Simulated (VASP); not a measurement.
# Cu (P6_3/mmc) in VASP: further runs

The runs below take Cu through single point, with PBEsol.

Program: VASP 6.6.1. These are calculated values, not measurements. Logs are shortened: lines on timing, memory, paths and dates and some standing lists are left out, and cuts for length are marked.

## 1. The cell of the first run

Symmetry: P6_3/mmc, No. 194, hexagonal system. The conventional cell has a = 2.541 Å, b = 2.541 Å, c = 7.988 Å, α = 90.00°, β = 90.00°, γ = 120.00°. Cu (site symmetry -3m) has 12 Cu at 2.48 to 2.54 Å within 3.3 Å. Within 3.3 Å of Cu (site symmetry -6m2) lie 12 Cu at 2.48 to 2.54 Å.

## 2. Single point, PBEsol (uniaxial strain along c: -3.0 %, then relaxed in part)

Input file INCAR:

```
SYSTEM = Cu
PREC = Accurate ; ENCUT = 520
EDIFF = 1E-7 ; ISMEAR = 0
SIGMA = 0.1 ; LREAL = .FALSE.
LASPH = .TRUE. ; NELM = 60
ALGO = Fast ; ISIF = 2
LWAVE = .FALSE. ; LCHARG = .FALSE.
GGA = PS ; NBANDS = 30
```

Input file KPOINTS:

```
Automatic mesh
0
G
  24 24 6
  0 0 0
```

Input file POSCAR:

```
Cu
1.0
    2.5406224643      0.0000000000      0.0000000000
   -1.2703112322      2.2002435955      0.0000000000
    0.0000000000      0.0000000000      7.9881971362
Cu
4
Direct
    0.0000000000      0.0000000000      0.0000000000
    0.3333333334      0.6666666666      0.2500000000
    0.0000000000      0.0000000000      0.5000000000
    0.6666666666      0.3333333334      0.7500000000
```

Potentials or basis: VASP PAW PBE potentials, release 64 (Cu).

Command:

```bash
$ cat potpaw_PBE.64/Cu/POTCAR > POTCAR
$ mpirun -np 1 vasp_std > vasp.out
```

OUTCAR:

```text
SYSTEM = Cu
   PREC = Accurate
   ENCUT = 520
   EDIFF = 1E-7
   ISMEAR = 0
   LREAL = .FALSE.
   LASPH = .TRUE.
   NELM = 60
   ISIF = 2
   GGA = PS

 ion  position               nearest neighbor table
   1  0.000  0.000  0.000-   4 2.48   2 2.48   4 2.48   2 2.48   2 2.48   4 2.48
   2  0.333  0.667  0.250-   1 2.48   3 2.48   1 2.48   3 2.48   1 2.48   3 2.48
   3  0.000  0.000  0.500-   4 2.48   2 2.48   4 2.48   2 2.48   2 2.48   4 2.48
   4  0.667  0.333  0.750-   1 2.48   3 2.48   1 2.48   3 2.48   1 2.48   3 2.48

  LATTYP: Found a hexagonal cell.
 ALAT       =     2.5406224643
 C/A-ratio  =     3.1441889728

  Lattice vectors:

 A1 = (   2.5406224643,   0.0000000000,   0.0000000000)
 A2 = (  -1.2703112322,   2.2002435955,   0.0000000000)
 A3 = (   0.0000000000,   0.0000000000,   7.9881971362)

Analysis of symmetry for initial positions (statically):
=====================================================================
 Subroutine PRICEL returns:
 Original cell was already a primitive cell.

 Routine SETGRP: Setting up the symmetry group for a
 hexagonal supercell.

 Subroutine GETGRP returns: Found 24 space group operations
 (whereof 12 operations were pure point group operations)
 out of a pool of 24 trial point group operations.

The static configuration has the point symmetry D_3d.
 The point group associated with its full space group is D_6h.

Analysis of symmetry for dynamics (positions and initial velocities):
=====================================================================
 Subroutine PRICEL returns:
 Original cell was already a primitive cell.

 Routine SETGRP: Setting up the symmetry group for a
 hexagonal supercell.

 Subroutine GETGRP returns: Found 24 space group operations
 (whereof 12 operations were pure point group operations)
 out of a pool of 24 trial point group operations.

The dynamic configuration has the point symmetry D_3d.
 The point group associated with its full space group is D_6h.

 Subroutine INISYM returns: Found 24 space group operations
 (whereof 12 operations are pure point group operations),
 and found     1 'primitive' translations

----------------------------------------------------------------------------------------

                                     Primitive cell

  volume of cell :      44.6539

  direct lattice vectors                    reciprocal lattice vectors
[... 86 lines left out ...]
   LNONCOLLINEAR =      F non collinear calculations
   LSORBIT =      F    spin-orbit coupling
   LASPH  =      T    aspherical Exc in radial PAW
   ENCUT  =  520.0 eV  38.22 Ry    6.18 a.u.   4.72  4.72 14.85*2*pi/ulx,y,z
   NELM   =     60;   NELMIN=  2; NELMDL= -5     # of ELM steps
   EDIFF  = 0.1E-06   stopping-criterion for ELM
   LREAL  =      F    real-space projection
   EDIFFG = 0.1E-05   stopping-criterion for IOM
   NSW    =      0    number of steps for IOM
   IBRION =     -1    ionic relax: 0-MD 1-quasi-New 2-CG
   NFREE  =      0    steps in history (QN), initial steepest desc. (CG)
   ISIF   =      2    stress and relaxation
   ISYM   =      2    0-nonsym 1-usesym 2-fastsym
   POTIM  = 0.5000    time-step for ionic-motion
   TEBEG  =    0.0;   TEEND  =   0.0 temperature during run
   PSTRESS=    0.0 pullay stress
   NELECT =      44.0000    total number of electrons
   NUPDOWN=      -1.0000    fix difference up-down
   EMIN   =  10.00;   EMAX   =-10.00  energy-range for DOS
   EFERMI =   0.00;   METHOD = LEGACY
   ISMEAR =     0;   SIGMA  =   0.10  broadening in eV -4-tet -1-fermi 0-gaus
   EFERMI_NEDOS =   21; number of points for ismear=-14 and -15
   IALGO  =     68    algorithm
   IMIX   =      4    mixing-type and parameters
     AMIX     =   0.40;   BMIX     =  1.00
     AMIX_MAG =   1.60;   BMIX_MAG =  1.00
  volume/ion in A,a.u.               =      11.16        75.33
  Fermi-wavevector in a.u.,A,eV,Ry     =   1.629068  3.078492 36.107984  2.653862
  Thomas-Fermi vector in A             =   2.721595
   LORBIT       =      0    0 simple, 1 ext, 2 COOP (PROOUT), +10 PAW based schemes
   GGA     = PS    functional components
   LHFCALC =     F    Hartree Fock is set to
   AEXX    =    0.0000 exact exchange contribution
   IVDW    =     0    specifies the selected vdW correction
   LEPSILON=     F    determine dielectric tensor
   LRPA    =     F    only Hartree local field effects (RPA)
 non-spin polarized calculation
 RMM-DIIS sequential band-by-band and
 Gauss-broadening in eV      SIGMA  =   0.10
  energy-cutoff  :      520.00
  volume of cell :       44.65
 maximum number of plane-waves:      1229
 NGX is ok and might be reduce to    20
   NGX =  9   NGY =  9   NGZ = 29

 number of electron      44.0000047 magnetization

 Free energy of the ion-electron system (eV)
  ---------------------------------------------------
  ext. energy  EPLUGINS =         0.00000000
  ---------------------------------------------------
  free energy    TOTEN  =       -17.18319144 eV

  energy without entropy =      -17.17749992  energy(sigma->0) =      -17.18034568

 E-fermi :   8.1365     XC(G=0): -13.2389

 val. band max:        8.1304694552   @ k =   0.1667   0.1667   0.3333
 cond. band min:       8.1412414064   @ k =   0.1667   0.0833   0.5000
 fundamental gap:      0.0107719512
 Fermi energy:         8.1365368518

 k-point     1 :       0.0000    0.0000    0.0000
  band No.  band energies     occupation
      1      -1.7106      2.00000
      2       0.6089      2.00000
      3       0.6098      2.00000
      4       2.7644      2.00000
      5       4.7126      2.00000
      6       4.7298      2.00000
[... 781 lines left out ...]
     29      18.9499      0.00000
     30      19.4194      0.00000

 [... further k-points ...]
[... 5 lines left out ...]
  --------------------------------------------------------------------------------------
  -------------------------------------------------------------------------------------
  Total        0.2235817      0.2235817      2.4492165     -0.0000000     -0.0000000      0.0000000
  in kB        8.0220828      8.0220828     87.8775808     -0.0000000     -0.0000000      0.0000000
  external PRESSURE =      34.6405821 kB  Pullay stress =       0.0000000 kB

 VOLUME and BASIS-vectors are now :
 -----------------------------------------------------------------------------
  energy-cutoff  :      520.00
  volume of cell :       44.65
      direct lattice vectors                 reciprocal lattice vectors
     2.540622464  0.000000000  0.000000000     0.393604329  0.227247565  0.000000000
    -1.270311232  2.200243595  0.000000000     0.000000000  0.454495130  0.000000000
     0.000000000  0.000000000  7.988197136     0.000000000  0.000000000  0.125184692

 POSITION                                       TOTAL-FORCE (eV/Angst)
 -----------------------------------------------------------------------------------
      0.00000      0.00000      0.00000        -0.000000      0.000000      0.000000
      0.00000      1.46683      1.99705         0.000000      0.000000     -0.000000
      0.00000      0.00000      3.99410        -0.000000      0.000000      0.000000
      1.27031      0.73341      5.99115        -0.000000     -0.000000     -0.000000
 -----------------------------------------------------------------------------------
    total drift:                               -0.000000      0.000000      0.000000

  FREE ENERGIE OF THE ION-ELECTRON SYSTEM (eV)
  ---------------------------------------------------
  free  energy   TOTEN  =       -17.1831914368 eV

  energy  without entropy=      -17.1774999215  energy(sigma->0) =      -17.18034568
```

Wall time 5.7 min (1 thread of Intel Xeon Platinum 8259CL at 2.50GHz (Skylake/Cascade Lake), shared host); peak memory 0.34 GiB.

Results:

| Quantity | Value |
| --- | --- |
| Free energy | -17.1832 eV |
| Pressure | 3.5 GPa |
| Band gap on the k mesh | zero (band 22 reaches 11.33 eV, above the bottom of band 23 at 6.27 eV) |

Caveat: the cell differs from its parent crystal (uniaxial strain along c: -3.0 %, then relaxed in part); the PAW data sets were made with another functional, which shifts forces and pressure a little.

(Continued in part 2 of 2.)
